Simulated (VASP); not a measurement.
A run of VASP 6.6.1:

File INCAR:

```
SYSTEM = HoAl3Br
PREC = Accurate
ENCUT = 500
EDIFF = 1E-6
ISMEAR = 0
SIGMA = 0.1
LREAL = .FALSE.
LASPH = .TRUE.
NELM = 200
ALGO = Normal
ISIF = 2
LWAVE = .FALSE.
LCHARG = .TRUE.
GGA = PE
LELF = .TRUE.
LVHAR = .TRUE.
NBANDS = 20
GGA_COMPAT = .FALSE.
LMAXMIX = 6
```

KPOINTS

```
Automatic mesh
0
G
  6 6 6
  0 0 0
```

The input POSCAR:

```
HoAl3Br
1.0
    2.9607162277      1.7093703130      5.0485187841
   -2.9607162277      1.7093703130      5.0485187841
    0.0000000000     -3.4187406202      5.0485187861
Ho Al Br
1 3 1
Direct
    0.5000000000      0.5000000000      0.5000000000
    0.0000000000      0.0000000000      0.5000000000
    0.5000000000      0.0000000000      0.0000000000
    0.0000000000      0.5000000000      0.0000000000
    0.0000000000      0.0000000000      0.0000000000
```

Potentials or basis: VASP PAW PBE potentials, release 64 (Ho_3, Al, Br), 4f in core.

Launch:

```console
$ cat potpaw_PBE.64/Ho_3/POTCAR potpaw_PBE.64/Al/POTCAR potpaw_PBE.64/Br/POTCAR > POTCAR
$ mpirun -np 1 vasp_std > vasp.out
```

Hardware: 1 thread of Intel(R) Xeon(R) 6975P-C (Granite Rapids), on a shared host.

Q: How long does it take, and how much memory?

A: Run time: 71 s on 1 thread of Intel(R) Xeon(R) 6975P-C (Granite Rapids), on a shared host, peak memory 0.38 GiB. Counts: scf iterations 15, k points 32.
